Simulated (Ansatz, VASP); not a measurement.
## RbBr: VASP beside Ansatz

```xyz
2
Lattice="0.0000 3.4721 3.4721 3.4721 0.0000 3.4721 3.4721 3.4721 0.0000" Properties=species:S:1:pos:R:3 pbc="T T T"
Rb    0.0000    0.0000    0.0000
Br    3.4721    3.4721    3.4721
```

Alike in both runs: task single point; functional PBE0; k mesh 4 × 4 × 4; occupations fermi-dirac, width 0.05 eV; no spin polarisation.

|  | VASP | Ansatz |
| --- | --- | --- |
| version | VASP 6.6.1 | Ansatz 0.2.0 |
| potentials or method | VASP PAW PBE potentials, release 64 (Rb_sv, Br) | Ansatz PAW |
| plane-wave cutoff (eV) | 520 | 420 |
| valence electrons in the cell | 16 | 16 |

Ansatz gave:

```
gap on the k mesh at the Fermi level (eV) : 6.14
least direct gap on the mesh (eV)         : 6.14
pressure (GPa)                            : 0.2
```

Problem. Estimate VASP's values.

Solution. gap on the k mesh at the Fermi level (eV): 6.15; least direct gap on the mesh (eV): 6.15; pressure (GPa): 0.1.
